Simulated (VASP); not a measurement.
Write the native input for VASP 6.6.1 that does the following.

| Property | Result |
| --- | --- |
| Task | relaxation of cell and atoms |
| Functional | PBEsol |
| Potentials or basis | VASP PAW PBE potentials, release 64 (W_sv, S) |
| Cutoff | 600 eV |
| k mesh | 6 × 6 × 8 |
| Occupations | gaussian, width 0.1 eV |
| Spin | no spin polarisation |
| Dipole correction | no |
| Further INCAR settings | ALGO = Normal; EDIFF = 1e-06; IBRION = 2; EDIFFG = -0.005; NSW = 100; ISIF = 3 |

The structure of WS3 lies in POSCAR:

```
WS3
1.0
    6.5280694462      0.0000000000      0.0000000000
    0.0000000000      6.5280694462      0.0000000000
    0.0000000000      0.0000000000      4.6754976042
W S
2 6
Direct
    0.5000000000      0.0000000000      0.9519107119
    0.0000000000      0.5000000000      0.0480892881
    0.2500000000      0.7500000000      0.0000000000
    0.7500000000      0.7500000000      0.0000000000
    0.7500000000      0.2500000000      0.0000000000
    0.2500000000      0.2500000000      0.0000000000
    0.5000000000      0.0000000000      0.4765015532
    0.0000000000      0.5000000000      0.5234984468
```

The input as run:

INCAR

```
PREC = Accurate
ENCUT = 600
EDIFF = 1E-6
ISMEAR = 0
SIGMA = 0.1
LREAL = F
LASPH = T
NELM = 100
ALGO = Normal
ISIF = 3
LWAVE = F
LCHARG = F
GGA = PS
IBRION = 2
NSW = 100
EDIFFG = -0.005
```

KPOINTS

```
Automatic mesh
0
Gamma
  6 6 8
```

Potentials or basis: VASP PAW PBE potentials, release 64 (W_sv, S).

Launch:

```console
$ cat potpaw_PBE.64/W_sv/POTCAR potpaw_PBE.64/S/POTCAR > POTCAR
$ mpirun -np 1 vasp_std > vasp.out
```

It gave:

| Property | Result |
| --- | --- |
| Relaxed volume | 24.93 Å³/atom |
| Relaxed cell | a = 6.530 Å, b = 6.530 Å, c = 4.677 Å, α = 90.00°, β = 90.00°, γ = 90.00° |
| Space group after relaxing (to 0.1 Å) | P4/nmm (No. 129) |
| Energy gained by relaxing | 0.0 meV/atom |
| Ionic steps | 4 |
| Pressure after relaxing | 0.0 GPa |
| Band gap on the k mesh | zero (bands 32 and 33 overlap by 1.15 eV) |

Caveat: the PAW data sets were made with another functional, which shifts forces and pressure a little; spin-orbit coupling is left out, which moves the levels of the heavy elements.

Wall time 35 min on 1 thread of Intel Xeon 8259CL, on a shared host, peak memory 0.6 GiB.
